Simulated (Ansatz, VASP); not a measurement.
# Two plane-wave programs on MgP6Cl2

```
CELL_PARAMETERS angstrom
6.17890 0.00000 0.00000
-3.08945 5.35109 0.00000
0.00000 0.00000 4.60131
ATOMIC_POSITIONS crystal
Cl 0.33330 0.66670 0.26410
Cl 0.66670 0.33330 0.73590
Mg 0.00000 0.00000 0.00000
P 0.82210 0.17790 0.24300
P 0.82210 0.64420 0.24300
P 0.35580 0.17790 0.24300
P 0.17790 0.82210 0.75700
P 0.64420 0.82210 0.75700
P 0.17790 0.35580 0.75700
```

Alike in both runs: task single point; functional PBE; k mesh 6 × 6 × 7; no spin polarisation.

|  | VASP | Ansatz |
| --- | --- | --- |
| version | VASP 6.6.1 | Ansatz 0.2.0 |
| potentials or method | VASP PAW PBE potentials, release 64 (Cl, Mg, P), cutoff 520 eV | PAW plane waves |
| occupations | fermi-dirac, width 0.1 eV | fermi-dirac |
| valence electrons in the cell | 46 | 54 |

VASP gave:

```
pressure (GPa)                                                : 10.6
traceless stress, the component that is largest in VASP (GPa) : -6.67
rms of the force components (eV/Å)                            : 1.568
```

Task: Estimate Ansatz's values.

Result: Pressure (GPa): 10.5; traceless stress, the component that is largest in VASP (GPa): -6.60; rms of the force components (eV/Å): 1.548.

Atom by atom the forces differ by 0.020 eV/Å (rms over components). VASP's potentials hold 46 valence electrons a cell and Ansatz's 54, so a difference there can come from the potentials and not from the codes. Ansatz's warnings: structure snapped to symmetry.
